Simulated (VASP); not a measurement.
Set up this calculation in VASP 6.6.1, as the native input.

```yaml
Task: single point
Functional: PBE
Potentials_or_basis: VASP PAW PBE potentials, release 64 (Ge_d, W_sv)
Cutoff: 520 eV
k_mesh: 9 × 9 × 9
Occupations: fermi-dirac, width 0.05 eV
Spin: no spin polarisation
Dipole_correction: no
Further_INCAR_settings: ALGO = Normal; EDIFF = 1e-06; NBANDS = 21
```

The structure of GeW lies in POSCAR:

```
GeW
1.0
    0.0000000000      2.5603100828      2.5603100828
    2.5603100828      0.0000000000      2.5603100828
    2.5603100828      2.5603100828      0.0000000000
Ge W
1 1
Direct
    0.5000000000      0.5000000000      0.5000000000
    0.0000000000      0.0000000000      0.0000000000
```

The input as run:

INCAR

```
PREC = Accurate
ENCUT = 520
EDIFF = 1E-6
ISMEAR = -1
SIGMA = 0.05
LREAL = False
LASPH = True
NELM = 60
ALGO = Normal
ISIF = 2
LWAVE = False
LCHARG = False
GGA = PE
NBANDS = 21
```

KPOINTS

```
regular mesh
0
Gamma
  9 9 9
```

Potentials or basis: VASP PAW PBE potentials, release 64 (Ge_d, W_sv).

Launch:

```console
$ cat potpaw_PBE.64/Ge_d/POTCAR potpaw_PBE.64/W_sv/POTCAR > POTCAR
$ mpirun -np 1 vasp_std > vasp.out
```

Results of the run:

* Pressure: 4.1 GPa
* Band gap on the k mesh: zero (band 14 reaches 9.89 eV, above the bottom of band 15 at 8.12 eV)

Caveat: spin-orbit coupling is left out, which moves the levels of the heavy elements.

Run time: 12 s on 1 thread of Intel(R) Xeon(R) 6975P-C (Granite Rapids) (shared host), peak memory 0.17 GiB.
